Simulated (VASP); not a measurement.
# TlSnH3 (P4/mmm) in VASP: further runs

The runs below take TlSnH3 through single point, with PBE.

Program: VASP 6.6.1. These are calculated values, not measurements. Logs are shortened: lines on timing, memory, paths and dates and some standing lists are left out, and cuts for length are marked.

### Step 1. The cell of the first run

It takes space group P4/mmm (No. 123, tetragonal). The conventional cell has a = 4.665 Å, b = 4.665 Å, c = 7.373 Å, α = 90.00°, β = 90.00°, γ = 90.00°. Tl (site symmetry 4mm) has 1 H at 2.03 Å within 2.7 Å. Sn (site symmetry 4mm) has 5 H at 2.14 to 2.90 Å and 1 Sn at 3.09 Å within 3.1 Å. H (site symmetry m2m) has 1 H at 0.76 Å within 1.0 Å. Within 2.7 Å of H (site symmetry 4/mmm) lie 2 Tl at 2.03 Å and 8 H at 2.36 Å. H (site symmetry 4/mmm) has 4 H at 1.95 Å and 2 Sn at 2.14 Å within 2.6 Å.

The cell was built from a structure type or drawn by symmetry, and may not be a known phase.

### Step 2. Single point, PBE

Input file INCAR:

```
PREC = Accurate
ENCUT = 520
EDIFF = 1E-7
ISMEAR = 0
SIGMA = 0.1
LREAL = F
LASPH = T
NELM = 100
ALGO = Fast
ISIF = 2
LWAVE = F
LCHARG = T
GGA = PE
LELF = T
LVHAR = T
NBANDS = 41
```

Input file KPOINTS:

```
Automatic mesh
0
Gamma
  8 8 6
```

Input file POSCAR:

```
TlSnH3
1.0
    4.6647888778      0.0000000000      0.0000000000
    0.0000000000      4.6647888778      0.0000000000
    0.0000000000      0.0000000000      7.3734544525
Tl Sn H
2 2 6
Direct
    0.5000000000      0.5000000000      0.7747105228
    0.5000000000      0.5000000000      0.2252894772
    0.0000000000      0.0000000000      0.2092776897
    0.0000000000      0.0000000000      0.7907223103
    0.4189206524      0.0000000000      0.5000000000
    0.5810793476      0.0000000000      0.5000000000
    0.0000000000      0.4189206524      0.5000000000
    0.0000000000      0.5810793476      0.5000000000
    0.5000000000      0.5000000000      0.5000000000
    0.0000000000      0.0000000000      0.5000000000
```

Potentials or basis: VASP PAW PBE potentials, release 64 (Tl_d, Sn_d, H).

Command:

```console
cat potpaw_PBE.64/Tl_d/POTCAR potpaw_PBE.64/Sn_d/POTCAR potpaw_PBE.64/H/POTCAR > POTCAR
mpirun -np 1 vasp_std > vasp.out
```

OUTCAR:

```text
PREC = Accurate
   ENCUT = 520
   EDIFF = 1E-7
   ISMEAR = 0
   LREAL = F
   LASPH = T
   NELM = 100
   ISIF = 2
   GGA = PE

 ion  position               nearest neighbor table
   1  0.500  0.500  0.775-   9 2.03   4 3.30   4 3.30   4 3.30   4 3.30   2 3.32   2 4.05
   2  0.500  0.500  0.225-   9 2.03   3 3.30   3 3.30   3 3.30   3 3.30   1 3.32   1 4.05
   3  0.000  0.000  0.209-  10 2.14   4 3.09   2 3.30   2 3.30   2 3.30   2 3.30
   4  0.000  0.000  0.791-  10 2.14   3 3.09   1 3.30   1 3.30   1 3.30   1 3.30
   5  0.419  0.000  0.500-   6 0.76
   6  0.581  0.000  0.500-   5 0.76
   7  0.000  0.419  0.500-   8 0.76
   8  0.000  0.581  0.500-   7 0.76
   9  0.500  0.500  0.500-   1 2.03   2 2.03
  10  0.000  0.000  0.500-   3 2.14   4 2.14

  LATTYP: Found a simple tetragonal cell.
 ALAT       =     4.6647888778
 C/A-ratio  =     1.5806619861

  Lattice vectors:

 A1 = (   4.6647888778,   0.0000000000,   0.0000000000)
 A2 = (   0.0000000000,   4.6647888778,   0.0000000000)
 A3 = (   0.0000000000,   0.0000000000,   7.3734544525)

Analysis of symmetry for initial positions (statically):
=====================================================================
 Subroutine PRICEL returns:
 Original cell was already a primitive cell.

 Routine SETGRP: Setting up the symmetry group for a
 simple tetragonal supercell.

 Subroutine GETGRP returns: Found 16 space group operations
 (whereof 16 operations were pure point group operations)
 out of a pool of 16 trial point group operations.

The static configuration has the point symmetry D_4h.

Analysis of symmetry for dynamics (positions and initial velocities):
=====================================================================
 Subroutine PRICEL returns:
 Original cell was already a primitive cell.

 Routine SETGRP: Setting up the symmetry group for a
 simple tetragonal supercell.

 Subroutine GETGRP returns: Found 16 space group operations
 (whereof 16 operations were pure point group operations)
 out of a pool of 16 trial point group operations.

The dynamic configuration has the point symmetry D_4h.

 Subroutine INISYM returns: Found 16 space group operations
 (whereof 16 operations are pure point group operations),
 and found     1 'primitive' translations

----------------------------------------------------------------------------------------

                                     Primitive cell

  volume of cell :     160.4483

  direct lattice vectors                    reciprocal lattice vectors
     4.664788878  0.000000000  0.000000000     0.214371974  0.000000000  0.000000000
     0.000000000  4.664788878  0.000000000     0.000000000  0.214371974  0.000000000
     0.000000000  0.000000000  7.373454452     0.000000000  0.000000000  0.135621642

  length of vectors
     4.664788878  4.664788878  7.373454452     0.214371974  0.214371974  0.135621642

  position of ions in fractional coordinates (direct lattice)
     0.500000000  0.500000000  0.774710523
     0.500000000  0.500000000  0.225289477
     0.000000000  0.000000000  0.209277690
     0.000000000  0.000000000  0.790722310
     0.418920652  0.000000000  0.500000000
     0.581079348  0.000000000  0.500000000
     0.000000000  0.418920652  0.500000000
     0.000000000  0.581079348  0.500000000
     0.500000000  0.500000000  0.500000000
     0.000000000  0.000000000  0.500000000

  ion indices of the primitive-cell ions
   primitive index   ion index
                 1           1
                 2           2
                 3           3
                 4           4
                 5           5
                 6           6
                 7           7
                 8           8
                 9           9
                10          10

----------------------------------------------------------------------------------------

 KPOINTS: Automatic mesh

Automatic generation of k-mesh.
 Grid dimensions read from file:
 generate k-points for:    8    8    6

 Generating k-lattice:

  Cartesian coordinates                     Fractional coordinates (reciprocal lattice)
     0.026796497  0.000000000  0.000000000     0.125000000  0.000000000  0.000000000
     0.000000000  0.026796497  0.000000000     0.000000000  0.125000000  0.000000000
     0.000000000  0.000000000  0.022603607     0.000000000  0.000000000  0.166666667

  Length of vectors
     0.026796497  0.026796497  0.022603607

  Shift w.r.t. Gamma in fractional coordinates (k-lattice)
     0.000000000  0.000000000  0.000000000

 Subroutine IBZKPT returns following result:
 ===========================================

 Found     60 irreducible k-points:

 Following reciprocal coordinates:
            Coordinates               Weight
  0.000000  0.000000  0.000000      1.000000
  0.125000  0.000000  0.000000      4.000000
  0.250000  0.000000  0.000000      4.000000
  0.375000  0.000000  0.000000      4.000000
  0.500000  0.000000  0.000000      2.000000
  0.125000  0.125000  0.000000      4.000000
[... 16 lines left out ...]
  0.375000  0.125000  0.166667     16.000000
  0.500000  0.125000  0.166667      8.000000
 [... further k-points ...]
   k-points           NKPTS =     60   k-points in BZ     NKDIM =     60   number of bands    NBANDS=     41
   number of dos      NEDOS =    301   number of ions     NIONS =     10
   total plane-waves  NPLWV =  72576
   dimension x,y,z NGX =    36 NGY =   36 NGZ =   56
   dimension x,y,z NGXF=    72 NGYF=   72 NGZF=  112
   ions per type =               2   2   6
   NGX,Y,Z   is equivalent  to a cutoff of  12.83, 12.83, 12.63 a.u.
   NGXF,Y,Z  is equivalent  to a cutoff of  25.66, 25.66, 25.25 a.u.
 SYSTEM =  unknown system
   PREC   = accura    normal or accurate (medium, high low for compatibility)
   ISTART =      0    job   : 0-new  1-cont  2-samecut
   ICHARG =      2    charge: 1-file 2-atom 10-const
   ISPIN  =      1    spin polarized calculation?
   LNONCOLLINEAR =      F non collinear calculations
   LSORBIT =      F    spin-orbit coupling
   LASPH  =      T    aspherical Exc in radial PAW
   ENCUT  =  520.0 eV  38.22 Ry    6.18 a.u.   8.67  8.67 13.71*2*pi/ulx,y,z
   NELM   =    100;   NELMIN=  2; NELMDL= -5     # of ELM steps
   EDIFF  = 0.1E-06   stopping-criterion for ELM
   LREAL  =      F    real-space projection
   EDIFFG = 0.1E-05   stopping-criterion for IOM
   NSW    =      0    number of steps for IOM
   IBRION =     -1    ionic relax: 0-MD 1-quasi-New 2-CG
   NFREE  =      0    steps in history (QN), initial steepest desc. (CG)
   ISIF   =      2    stress and relaxation
   ISYM   =      2    0-nonsym 1-usesym 2-fastsym
   POTIM  = 0.5000    time-step for ionic-motion
   TEBEG  =    0.0;   TEEND  =   0.0 temperature during run
   PSTRESS=    0.0 pullay stress
   NELECT =      60.0000    total number of electrons
   NUPDOWN=      -1.0000    fix difference up-down
   EMIN   =  10.00;   EMAX   =-10.00  energy-range for DOS
   EFERMI =   0.00;   METHOD = LEGACY
   ISMEAR =     0;   SIGMA  =   0.10  broadening in eV -4-tet -1-fermi 0-gaus
   EFERMI_NEDOS =   21; number of points for ismear=-14 and -15
   IALGO  =     68    algorithm
   IMIX   =      4    mixing-type and parameters
     AMIX     =   0.40;   BMIX     =  1.00
     AMIX_MAG =   1.60;   BMIX_MAG =  1.00
  volume/ion in A,a.u.               =      16.04       108.28
  Fermi-wavevector in a.u.,A,eV,Ry     =   1.179452  2.228841 18.927158  1.391107
  Thomas-Fermi vector in A             =   2.315763
   LORBIT       =      0    0 simple, 1 ext, 2 COOP (PROOUT), +10 PAW based schemes
   GGA     = PE    functional components
   LHFCALC =     F    Hartree Fock is set to
   AEXX    =    0.0000 exact exchange contribution
   IVDW    =     0    specifies the selected vdW correction
   LEPSILON=     F    determine dielectric tensor
   LRPA    =     F    only Hartree local field effects (RPA)
 non-spin polarized calculation
 RMM-DIIS sequential band-by-band and
 Gauss-broadening in eV      SIGMA  =   0.10
  energy-cutoff  :      520.00
  volume of cell :      160.45
 maximum number of plane-waves:      4352
 NGX is ok and might be reduce to    36
   NGX = 17   NGY = 17   NGZ = 27

 number of electron      59.9999979 magnetization

 Free energy of the ion-electron system (eV)
  ---------------------------------------------------
  ext. energy  EPLUGINS =         0.00000000
  ---------------------------------------------------
  free energy    TOTEN  =       -29.17723932 eV

  energy without entropy =      -29.15481745  energy(sigma->0) =      -29.16602838

 E-fermi :   4.2644     XC(G=0):  -9.2301

 val. band max:        4.2641177326   @ k =   0.5000   0.2500   0.0000
 cond. band min:       4.2674775865   @ k =   0.0000   0.0000   0.3333
 fundamental gap:      0.0033598539
 Fermi energy:         4.2643515706

 k-point     1 :       0.0000    0.0000    0.0000
  band No.  band energies     occupation
      1     -17.2482      2.00000
      2     -17.1718      2.00000
      3     -17.1716      2.00000
      4     -17.1716      2.00000
      5     -17.1658      2.00000
      6     -17.1638      2.00000
[... 33 lines left out ...]
     40       9.7952      0.00000
     41      11.6203      0.00000

 k-point     2 :       0.1250    0.0000    0.0000
  band No.  band energies     occupation
      1     -17.2479      2.00000
      2     -17.1718      2.00000
      3     -17.1717      2.00000
      4     -17.1715      2.00000
      5     -17.1657      2.00000
      6     -17.1631      2.00000
[... 33 lines left out ...]
     40      10.1040      0.00000
     41      10.9437      0.00000

 k-point     3 :       0.2500    0.0000    0.0000
  band No.  band energies     occupation
      1     -17.2472      2.00000
      2     -17.1724      2.00000
      3     -17.1715      2.00000
      4     -17.1713      2.00000
      5     -17.1654      2.00000
      6     -17.1616      2.00000
[... 33 lines left out ...]
     40       9.7195      0.00000
     41      11.0567      0.00000

 k-point     4 :       0.3750    0.0000    0.0000
  band No.  band energies     occupation
      1     -17.2466      2.00000
      2     -17.1731      2.00000
      3     -17.1714      2.00000
      4     -17.1711      2.00000
      5     -17.1651      2.00000
      6     -17.1601      2.00000
[... 825 lines left out ...]
     40       9.8667      0.00000
     41      10.7601      0.00000

 k-point    23 :       0.3750    0.1250    0.1667
  band No.  band energies     occupation
      1     -17.2430      2.00000
      2     -17.1725      2.00000
      3     -17.1715      2.00000
      4     -17.1712      2.00000
      5     -17.1656      2.00000
      6     -17.1595      2.00000
[... 33 lines left out ...]
     40      10.1823      0.00000
     41      10.5722      0.00000

 k-point    24 :       0.5000    0.1250    0.1667
  band No.  band energies     occupation
      1     -17.2427      2.00000
      2     -17.1727      2.00000
      3     -17.1715      2.00000
      4     -17.1711      2.00000
      5     -17.1655      2.00000
      6     -17.1588      2.00000
[... 33 lines left out ...]
     40      10.1951      0.00000
     41      11.5171      0.00000

 [... further k-points ...]

------------------------ aborting loop because EDIFF is reached ----------------------------------------

  FORCE on cell =-STRESS in cart. coord.  units (eV):
  Direction    XX          YY          ZZ          XY          YZ          ZX
  --------------------------------------------------------------------------------------
  -------------------------------------------------------------------------------------
  Total       -0.1223884     -0.1223884     -0.1304197      0.0000000      0.0000000      0.0000000
  in kB       -1.2221254     -1.2221254     -1.3023231      0.0000000      0.0000000      0.0000000
  external PRESSURE =      -1.2488580 kB  Pullay stress =       0.0000000 kB

 VOLUME and BASIS-vectors are now :
 -----------------------------------------------------------------------------
  energy-cutoff  :      520.00
  volume of cell :      160.45
      direct lattice vectors                 reciprocal lattice vectors
     4.664788878  0.000000000  0.000000000     0.214371974  0.000000000  0.000000000
     0.000000000  4.664788878  0.000000000     0.000000000  0.214371974  0.000000000
     0.000000000  0.000000000  7.373454452     0.000000000  0.000000000  0.135621642

 POSITION                                       TOTAL-FORCE (eV/Angst)
 -----------------------------------------------------------------------------------
      2.33239      2.33239      5.71229        -0.000000     -0.000000      0.001601
      2.33239      2.33239      1.66116        -0.000000     -0.000000     -0.001601
      0.00000      0.00000      1.54310        -0.000000     -0.000000     -0.001469
      0.00000      0.00000      5.83035        -0.000000     -0.000000      0.001469
      1.95418      0.00000      3.68673         0.011225     -0.000000     -0.000000
      2.71061      0.00000      3.68673        -0.011225     -0.000000      0.000000
      0.00000      1.95418      3.68673        -0.000000      0.011225      0.000000
      0.00000      2.71061      3.68673        -0.000000     -0.011225      0.000000
      2.33239      2.33239      3.68673        -0.000000     -0.000000      0.000000
      0.00000      0.00000      3.68673        -0.000000     -0.000000      0.000000
 -----------------------------------------------------------------------------------
    total drift:                                0.000000      0.000000      0.000000

  FREE ENERGIE OF THE ION-ELECTRON SYSTEM (eV)
  ---------------------------------------------------
  free  energy   TOTEN  =       -29.1772393181 eV

  energy  without entropy=      -29.1548174477  energy(sigma->0) =      -29.16602838
```

Wall time 3.7 min (1 thread of Intel Xeon 6975P-C (Granite Rapids), shared host); peak memory 0.48 GiB.

Results:

```
Free energy            : -29.1772 eV
Pressure               : -0.1 GPa
Largest force          : 0.011 eV/Å
Band gap on the k mesh : zero (bands 30 and 31 overlap by 3.34 eV)
```

Forces on the atoms (eV/Å):
```
Tl   0.000  0.000  0.002
Tl   0.000  0.000 -0.002
Sn   0.000  0.000 -0.001
Sn   0.000  0.000  0.001
H    0.011  0.000  0.000
H   -0.011  0.000  0.000
H    0.000  0.011  0.000
H    0.000 -0.011  0.000
H    0.000  0.000  0.000
H    0.000  0.000  0.000
```

Caveat: spin-orbit coupling is left out, which moves the levels of the heavy elements.

### Step 3. Single point, PBE

This run uses another cell than the first one, of 17.48 Å³/atom.

Input file INCAR:

```
SYSTEM = TlSnH3
PREC     = Accurate       ! precision mode
ENCUT    = 520            ! plane-wave cutoff, eV
EDIFF    = 1E-6           ! SCF threshold, eV
ISMEAR   = 0              ! smearing method
SIGMA    = 0.1            ! smearing width, eV
LREAL    = .FALSE.        ! projectors in reciprocal space
LASPH    = .TRUE.         ! aspherical terms in the spheres
NELM     = 100            ! most SCF steps
ALGO     = Normal         ! electronic algorithm
ISIF     = 2              ! what is computed and relaxed
LWAVE    = .FALSE.        ! write WAVECAR
LCHARG   = .FALSE.        ! write CHGCAR
GGA      = PE             ! functional
NBANDS   = 41             ! bands
```

Input file KPOINTS:

```
Automatic mesh
0
G
  4 4 2
  0 0 0
```

Input file POSCAR:

```
TlSnH3
1.0
    4.5548236900      0.0000000000      0.0000000000
    0.0000000000      4.5548236900      0.0000000000
    0.0000000000      0.0000000000      8.4237412500
Tl Sn H
2 2 6
Direct
    0.5000000000      0.5000000000      0.7863659700
    0.5000000000      0.5000000000      0.2136340300
    0.0000000000      0.0000000000      0.3157251800
    0.0000000000      0.0000000000      0.6842748200
    0.2518735400      0.0000000000      0.5000000000
    0.7481264600      0.0000000000      0.5000000000
    0.0000000000      0.2518735400      0.5000000000
    0.0000000000      0.7481264600      0.5000000000
    0.5000000000      0.5000000000      0.5000000000
    0.0000000000      0.0000000000      0.5000000000
```

Potentials or basis: VASP PAW PBE potentials, release 64 (Tl_d, Sn_d, H).

Command:

```console
cat potpaw_PBE.64/Tl_d/POTCAR potpaw_PBE.64/Sn_d/POTCAR potpaw_PBE.64/H/POTCAR > POTCAR
mpirun -np 1 vasp_std > vasp.out
```

OUTCAR:

```text
SYSTEM = TlSnH3
   PREC = Accurate
   ENCUT = 520
   EDIFF = 1E-6
   ISMEAR = 0
   LREAL = .FALSE.
   LASPH = .TRUE.
   NELM = 100
   ISIF = 2
   GGA = PE

 ion  position               nearest neighbor table
   1  0.500  0.500  0.786-   9 2.41   4 3.33   4 3.33   4 3.33   4 3.33   2 3.60
   2  0.500  0.500  0.214-   9 2.41   3 3.33   3 3.33   3 3.33   3 3.33   1 3.60
   3  0.000  0.000  0.316-  10 1.55   6 1.93   7 1.93   8 1.93   5 1.93   4 3.10   2 3.33   2 3.33
                             2 3.33   2 3.33
   4  0.000  0.000  0.684-  10 1.55   6 1.93   7 1.93   8 1.93   5 1.93   3 3.10   1 3.33   1 3.33
[... 739 lines left out ...]
  external PRESSURE =     101.3073356 kB  Pullay stress =       0.0000000 kB

 VOLUME and BASIS-vectors are now :
 -----------------------------------------------------------------------------
  energy-cutoff  :      520.00
  volume of cell :      174.76
      direct lattice vectors                 reciprocal lattice vectors
     4.554823690  0.000000000  0.000000000     0.219547466  0.000000000  0.000000000
     0.000000000  4.554823690  0.000000000     0.000000000  0.219547466  0.000000000
     0.000000000  0.000000000  8.423741250     0.000000000  0.000000000  0.118712098

 POSITION                                       TOTAL-FORCE (eV/Angst)
 -----------------------------------------------------------------------------------
      2.27741      2.27741      6.62414        -0.000000      0.000000     -0.415447
      2.27741      2.27741      1.79960         0.000000     -0.000000      0.415447
      0.00000      0.00000      2.65959         0.000000      0.000000     -9.439251
      0.00000      0.00000      5.76415        -0.000000      0.000000      9.439251
      1.14724      0.00000      4.21187         2.567908      0.000000     -0.000000
      3.40758      0.00000      4.21187        -2.567908      0.000000      0.000000
      0.00000      1.14724      4.21187         0.000000      2.567908      0.000000
      0.00000      3.40758      4.21187         0.000000     -2.567908     -0.000000
      2.27741      2.27741      4.21187         0.000000      0.000000      0.000000
      0.00000      0.00000      4.21187         0.000000      0.000000      0.000000
 -----------------------------------------------------------------------------------
    total drift:                                0.000000      0.000000      0.000000

  FREE ENERGIE OF THE ION-ELECTRON SYSTEM (eV)
  ---------------------------------------------------
  free  energy   TOTEN  =       -20.3794905912 eV

  energy  without entropy=      -20.3632894559  energy(sigma->0) =      -20.37139002
```

stdout:

```text
POSCAR found type information on POSCAR TlSnH
 POSCAR found :  3 types and      10 ions
 scaLAPACK will be used
 LDA part: xc-table for (Slater+PW92), standard interpolation
 POSCAR, INCAR and KPOINTS ok, starting setup
 FFT: planning ... GRIDC
 FFT: planning ... GRID_SOFT
 FFT: planning ... GRID
 WAVECAR not read
 entering main loop
```

It took 46 s on 1 thread of Intel Xeon 6975P-C (Granite Rapids), shared host; peak memory 0.31 GiB.

Results:

```yaml
Free_energy: -20.3795 eV
Pressure: 10.1 GPa
Largest_force: 9.439 eV/Å
Band_gap_on_the_k_mesh: zero (bands 30 and 31 overlap by 1.58 eV)
```

Forces in eV/Å, atoms in the order of the input:
```
Tl   0.000  0.000 -0.415
Tl   0.000  0.000  0.415
Sn   0.000  0.000 -9.439
Sn   0.000  0.000  9.439
H    2.568  0.000  0.000
H   -2.568  0.000  0.000
H    0.000  2.568  0.000
H    0.000 -2.568  0.000
H    0.000  0.000  0.000
H    0.000  0.000  0.000
```

Caveat: the k points lie up to 0.37 Å⁻¹ apart, too coarse for converged energies and pressures of a metal; spin-orbit coupling is left out, which moves the levels of the heavy elements; forces of over 1 eV/Å act on the atoms, so gaps and moduli don't describe the material at rest.
